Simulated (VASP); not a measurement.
# TiAl (P-6m2) in VASP: further runs

Runs on TiAl. Level: PBEsol. Tasks: single point.

Program: VASP 6.6.1. These are calculated values, not measurements. Logs are shortened: lines on timing, memory, paths and dates and some standing lists are left out, and cuts for length are marked.

## (1) The cell of the first run

Symmetry: P-6m2, No. 187, hexagonal system. The conventional cell has a = 2.702 Å, b = 2.702 Å, c = 4.458 Å, α = 90.00°, β = 90.00°, γ = 120.00°. Ti (site symmetry -6m2) has 6 Ti at 2.70 Å and 6 Al at 2.72 Å within 3.6 Å. Al (site symmetry -6m2) has 6 Al at 2.70 Å and 6 Ti at 2.72 Å within 3.6 Å.

## (2) Single point, PBEsol

File INCAR:

```
SYSTEM = TiAl
PREC = Accurate
ENCUT = 520
EDIFF = 1E-6
ISMEAR = -1
SIGMA = 0.05
LREAL = .FALSE.
LASPH = .TRUE.
NELM = 60
ALGO = Normal
ISIF = 2
LWAVE = .FALSE.
LCHARG = .FALSE.
GGA = PS
NBANDS = 14
```

File KPOINTS:

```
regular mesh
0
G
  11 11 6
  0 0 0
```

File POSCAR:

```
TiAl
1.0
    2.7018199080      0.0000000000      0.0000000000
   -1.3509099540      2.3398446768      0.0000000000
    0.0000000000      0.0000000000      4.4575218526
Ti Al
1 1
Direct
    0.0000000000      0.0000000000      0.0000000000
    0.3333333333      0.6666666667      0.5000000000
```

Potentials or basis: VASP PAW PBE potentials, release 64 (Ti_sv, Al).

Started as:

```
$ cat potpaw_PBE.64/Ti_sv/POTCAR potpaw_PBE.64/Al/POTCAR > POTCAR
$ mpirun -np 1 vasp_std > vasp.out
```

OUTCAR:

```text
SYSTEM = TiAl
   PREC = Accurate
   ENCUT = 520
   EDIFF = 1E-6
   ISMEAR = -1
   LREAL = .FALSE.
   LASPH = .TRUE.
   NELM = 60
   ISIF = 2
   GGA = PS

 ion  position               nearest neighbor table
   1  0.000  0.000  0.000-   2 2.72   2 2.72   2 2.72   2 2.72   2 2.72   2 2.72
   2  0.333  0.667  0.500-   1 2.72   1 2.72   1 2.72   1 2.72   1 2.72   1 2.72

  LATTYP: Found a hexagonal cell.
 ALAT       =     2.7018199080
 C/A-ratio  =     1.6498219735

  Lattice vectors:

 A1 = (   2.7018199080,   0.0000000000,   0.0000000000)
 A2 = (  -1.3509099540,   2.3398446768,   0.0000000000)
 A3 = (   0.0000000000,   0.0000000000,   4.4575218526)

Analysis of symmetry for initial positions (statically):
=====================================================================
 Subroutine PRICEL returns:
 Original cell was already a primitive cell.

 Routine SETGRP: Setting up the symmetry group for a
 hexagonal supercell.

 Subroutine GETGRP returns: Found 12 space group operations
 (whereof 12 operations were pure point group operations)
 out of a pool of 24 trial point group operations.

The static configuration has the point symmetry D_3h.

Analysis of symmetry for dynamics (positions and initial velocities):
=====================================================================
 Subroutine PRICEL returns:
 Original cell was already a primitive cell.

 Routine SETGRP: Setting up the symmetry group for a
 hexagonal supercell.

 Subroutine GETGRP returns: Found 12 space group operations
 (whereof 12 operations were pure point group operations)
 out of a pool of 24 trial point group operations.

The dynamic configuration has the point symmetry D_3h.

 Subroutine INISYM returns: Found 12 space group operations
 (whereof 12 operations are pure point group operations),
 and found     1 'primitive' translations

----------------------------------------------------------------------------------------

                                     Primitive cell

  volume of cell :      28.1797

  direct lattice vectors                    reciprocal lattice vectors
     2.701819908  0.000000000  0.000000000     0.370120894  0.213689398  0.000000000
    -1.350909954  2.339844677  0.000000000     0.000000000  0.427378796  0.000000000
     0.000000000  0.000000000  4.457521853     0.000000000  0.000000000  0.224339899

  length of vectors
     2.701819908  2.701819908  4.457521853     0.427378796  0.427378796  0.224339899

  position of ions in fractional coordinates (direct lattice)
     0.000000000  0.000000000  0.000000000
     0.333333333  0.666666667  0.500000000

  ion indices of the primitive-cell ions
   primitive index   ion index
                 1           1
                 2           2

----------------------------------------------------------------------------------------

 KPOINTS: regular mesh

Automatic generation of k-mesh.
 Grid dimensions read from file:
 generate k-points for:   11   11    6

 Generating k-lattice:

  Cartesian coordinates                     Fractional coordinates (reciprocal lattice)
     0.033647354  0.019426309  0.000000000     0.090909091  0.000000000  0.000000000
     0.000000000  0.038852618  0.000000000     0.000000000  0.090909091  0.000000000
     0.000000000  0.000000000  0.037389983     0.000000000  0.000000000  0.166666667

  Length of vectors
     0.038852618  0.038852618  0.037389983

  Shift w.r.t. Gamma in fractional coordinates (k-lattice)
     0.000000000  0.000000000  0.000000000

 Subroutine IBZKPT returns following result:
 ===========================================

 Found     64 irreducible k-points:

 Following reciprocal coordinates:
            Coordinates               Weight
  0.000000  0.000000  0.000000      1.000000
  0.090909 -0.000000  0.000000      6.000000
  0.181818  0.000000  0.000000      6.000000
  0.272727  0.000000  0.000000      6.000000
  0.363636 -0.000000  0.000000      6.000000
  0.454545  0.000000  0.000000      6.000000
[... 16 lines left out ...]
  0.090909  0.090909  0.166667     12.000000
  0.181818  0.090909  0.166667     24.000000
 [... further k-points ...]
   k-points           NKPTS =     64   k-points in BZ     NKDIM =     64   number of bands    NBANDS=     14
   number of dos      NEDOS =    301   number of ions     NIONS =      2
   total plane-waves  NPLWV =  14400
   dimension x,y,z NGX =    20 NGY =   20 NGZ =   36
   dimension x,y,z NGXF=    40 NGYF=   40 NGZF=   72
   ions per type =               1   1
   NGX,Y,Z   is equivalent  to a cutoff of  12.31, 12.31, 13.43 a.u.
   NGXF,Y,Z  is equivalent  to a cutoff of  24.61, 24.61, 26.85 a.u.
 SYSTEM =  TiAl
   PREC   = accura    normal or accurate (medium, high low for compatibility)
   ISTART =      0    job   : 0-new  1-cont  2-samecut
   ICHARG =      2    charge: 1-file 2-atom 10-const
   ISPIN  =      1    spin polarized calculation?
   LNONCOLLINEAR =      F non collinear calculations
   LSORBIT =      F    spin-orbit coupling
   LASPH  =      T    aspherical Exc in radial PAW
   ENCUT  =  520.0 eV  38.22 Ry    6.18 a.u.   5.02  5.02  8.29*2*pi/ulx,y,z
   NELM   =     60;   NELMIN=  2; NELMDL= -5     # of ELM steps
   EDIFF  = 0.1E-05   stopping-criterion for ELM
   LREAL  =      F    real-space projection
   EDIFFG = 0.1E-04   stopping-criterion for IOM
   NSW    =      0    number of steps for IOM
   IBRION =     -1    ionic relax: 0-MD 1-quasi-New 2-CG
   NFREE  =      0    steps in history (QN), initial steepest desc. (CG)
   ISIF   =      2    stress and relaxation
   ISYM   =      2    0-nonsym 1-usesym 2-fastsym
   POTIM  = 0.5000    time-step for ionic-motion
   TEBEG  =    0.0;   TEEND  =   0.0 temperature during run
   PSTRESS=    0.0 pullay stress
   NELECT =      15.0000    total number of electrons
   NUPDOWN=      -1.0000    fix difference up-down
   EMIN   =  10.00;   EMAX   =-10.00  energy-range for DOS
   EFERMI =   0.00;   METHOD = LEGACY
   ISMEAR =    -1;   SIGMA  =   0.05  broadening in eV -4-tet -1-fermi 0-gaus
   EFERMI_NEDOS =   21; number of points for ismear=-14 and -15
   IALGO  =     38    algorithm
   IMIX   =      4    mixing-type and parameters
     AMIX     =   0.40;   BMIX     =  1.00
     AMIX_MAG =   1.60;   BMIX_MAG =  1.00
  volume/ion in A,a.u.               =      14.09        95.08
  Fermi-wavevector in a.u.,A,eV,Ry     =   1.326762  2.507216 23.950292  1.760297
  Thomas-Fermi vector in A             =   2.456124
   LORBIT       =      0    0 simple, 1 ext, 2 COOP (PROOUT), +10 PAW based schemes
   GGA     = PS    functional components
   LHFCALC =     F    Hartree Fock is set to
   AEXX    =    0.0000 exact exchange contribution
   IVDW    =     0    specifies the selected vdW correction
   LEPSILON=     F    determine dielectric tensor
   LRPA    =     F    only Hartree local field effects (RPA)
 non-spin polarized calculation
  energy-cutoff  :      520.00
  volume of cell :       28.18
 maximum number of plane-waves:       770
 NGX is ok and might be reduce to    20
   NGX =  9   NGY =  9   NGZ = 17

 number of electron      14.9999993 magnetization

 Free energy of the ion-electron system (eV)
  ---------------------------------------------------
  ext. energy  EPLUGINS =         0.00000000
  ---------------------------------------------------
  free energy    TOTEN  =       -12.70009494 eV

  energy without entropy =      -12.68168609  energy(sigma->0) =      -12.69089052

 E-fermi :   9.6162     XC(G=0): -11.7649

 val. band max:        9.6004979094   @ k =   0.3636   0.0909   0.5000
 cond. band min:       9.6216781337   @ k =   0.3636   0.2727   0.3333
 fundamental gap:      0.0211802243
 Fermi energy:         9.6162319858

 k-point     1 :       0.0000    0.0000    0.0000
  band No.  band energies     occupation
      1     -46.3183      2.00000
      2     -22.7755      2.00000
      3     -22.1055      2.00000
      4     -22.1055      2.00000
      5      -0.1787      2.00000
      6       7.0655      2.00000
      7       7.6331      2.00000
      8      11.0893      0.00000
      9      11.0893      0.00000
     10      13.0010      0.00000
     11      13.0010      0.00000
     12      14.2174      0.00000
     13      23.7727      0.00000
     14      23.7727      0.00000

 k-point     2 :       0.0909   -0.0000    0.0000
  band No.  band energies     occupation
      1     -46.3031      2.00000
      2     -22.7613      2.00000
      3     -22.1899      2.00000
      4     -22.1240      2.00000
      5       0.0540      2.00000
      6       7.3309      2.00000
      7       7.6360      2.00000
      8      10.8410      0.00000
      9      11.3009      0.00000
     10      12.9253      0.00000
     11      13.0361      0.00000
     12      14.2824      0.00000
     13      21.2934      0.00000
     14      22.6359      0.00000

 k-point     3 :       0.1818    0.0000    0.0000
  band No.  band energies     occupation
      1     -46.2622      2.00000
      2     -22.7232      2.00000
      3     -22.4127      2.00000
      4     -22.1732      2.00000
      5       0.7387      2.00000
      6       7.6399      2.00000
      7       7.9979      2.00000
      8      10.2934      0.00000
      9      11.9021      0.00000
     10      12.7276      0.00000
     11      13.1642      0.00000
     12      14.4293      0.00000
     13      18.1080      0.00000
     14      21.2417      0.00000
[... 324 lines left out ...]
 k-point    23 :       0.0909    0.0909    0.1667
  band No.  band energies     occupation
      1     -46.2750      2.00000
      2     -22.7375      2.00000
      3     -22.3380      2.00000
      4     -22.1632      2.00000
      5       0.6947      2.00000
      6       6.5014      2.00000
      7       8.6437      2.00000
      8      10.4261      0.00000
      9      11.7323      0.00000
     10      12.6087      0.00000
     11      12.7102      0.00000
     12      15.4033      0.00000
     13      19.4811      0.00000
     14      20.5532      0.00000

 k-point    24 :       0.1818    0.0909    0.1667
  band No.  band energies     occupation
      1     -46.2275      2.00000
      2     -22.6929      2.00000
      3     -22.5784      2.00000
      4     -22.2330      2.00000
      5       1.5650      2.00000
      6       7.0248      2.00000
      7       8.9308      2.00000
      8       9.8961      0.00739
      9      12.2923      0.00000
     10      12.4966      0.00000
     11      12.5513      0.00000
     12      15.6011      0.00000
     13      17.2196      0.00000
     14      19.1018      0.00000

 [... further k-points ...]

------------------------ aborting loop because EDIFF is reached ----------------------------------------

  FORCE on cell =-STRESS in cart. coord.  units (eV):
  Direction    XX          YY          ZZ          XY          YZ          ZX
  --------------------------------------------------------------------------------------
  -------------------------------------------------------------------------------------
  Total        3.5096005      3.5096005      3.5304370      0.0000000      0.0000000      0.0000000
  in kB      199.5406375    199.5406375    200.7253099      0.0000000      0.0000000      0.0000000
  external PRESSURE =     199.9355283 kB  Pullay stress =       0.0000000 kB

 VOLUME and BASIS-vectors are now :
 -----------------------------------------------------------------------------
  energy-cutoff  :      520.00
  volume of cell :       28.18
      direct lattice vectors                 reciprocal lattice vectors
     2.701819908  0.000000000  0.000000000     0.370120894  0.213689398  0.000000000
    -1.350909954  2.339844677  0.000000000     0.000000000  0.427378796  0.000000000
     0.000000000  0.000000000  4.457521853     0.000000000  0.000000000  0.224339899

 POSITION                                       TOTAL-FORCE (eV/Angst)
 -----------------------------------------------------------------------------------
      0.00000      0.00000      0.00000         0.000000     -0.000000      0.000000
     -0.00000      1.55990      2.22876        -0.000000      0.000000      0.000000
 -----------------------------------------------------------------------------------
    total drift:                                0.000000     -0.000000      0.000000

  FREE ENERGIE OF THE ION-ELECTRON SYSTEM (eV)
  ---------------------------------------------------
  free  energy   TOTEN  =       -12.7000949378 eV

  energy  without entropy=      -12.6816860924  energy(sigma->0) =      -12.69089052
```

Wall time 14 s (1 thread of Intel Xeon Platinum 8488C (Sapphire Rapids), shared host); peak memory 0.15 GiB.

What came out:

* Free energy: -12.7001 eV
* Pressure: 20.0 GPa

Levels at points of the mesh, in eV from the Fermi level:
| k point | band 3 | band 4 | band 5 | band 6 | band 7 | band 8 | band 9 | band 10 | band 11 | band 12 |
| --- | --- | --- | --- | --- | --- | --- | --- | --- | --- | --- |
| (0.00, 0.00, 0.00) | -31.72 | -31.72 | -9.79 | -2.55 | -1.98 | 1.47 | 1.47 | 3.38 | 3.38 | 4.60 |
| (0.00, 0.00, 0.50) | -31.72 | -31.72 | -8.74 | -5.68 | -0.67 | 1.48 | 1.48 | 3.29 | 3.29 | 7.22 |

Caveat: the PAW data sets were made with another functional, which shifts forces and pressure a little.

## (3) Single point, PBEsol

This run uses another cell than the first one, of 14.99 Å³/atom, 1.064 times its volume.

File INCAR:

```
SYSTEM = TiAl
  ALGO = Normal
  EDIFF = 1E-6
  ENCUT = 520
  GGA = PS
  ISIF = 2
  ISMEAR = -1
  LASPH = .True.
  LCHARG = .False.
  LREAL = .False.
  LWAVE = .False.
  NBANDS = 14
  NELM = 60
  PREC = Accurate
  SIGMA = 0.05
```

File KPOINTS:

```
k-points
0
Gamma
  11 11 6
  0 0 0
```

File POSCAR:

```
TiAl
1.0
    2.7651535725      0.0000000000      0.0000000000
   -1.3825767862      2.3946932392      0.0000000000
    0.0000000000      0.0000000000      4.5283231497
Ti Al
1 1
Direct
    0.0000000000      0.0000000000      0.0000000000
    0.3333333333      0.6666666667      0.5000000000
```

Potentials or basis: VASP PAW PBE potentials, release 64 (Ti_sv, Al).

Started as:

```
$ cat potpaw_PBE.64/Ti_sv/POTCAR potpaw_PBE.64/Al/POTCAR > POTCAR
$ mpirun -np 1 vasp_std > vasp.out
```

Run time: 14 s. Hardware: 1 thread of Intel Xeon Platinum 8488C (Sapphire Rapids), shared host; peak memory 0.17 GiB.

The run converged. Its results:

| Property | Result |
| --- | --- |
| Free energy | -12.8670 eV |
| Pressure | 10.0 GPa |

Stress tensor (GPa, compression positive):
```
 9.98  0.00  0.00
 0.00  9.98  0.00
 0.00  0.00 10.10
```

Levels at points of the mesh, in eV from the Fermi level:
```
           k point  band 5  band 6  band 7  band 8  band 9  band 10
(0.00, 0.00, 0.00)   -9.43   -2.43   -1.89    1.41    1.41     3.15
(0.00, 0.00, 0.50)   -8.43   -5.51   -0.54    1.43    1.43     3.06
```

Caveat: the PAW data sets were made with another functional, which shifts forces and pressure a little.
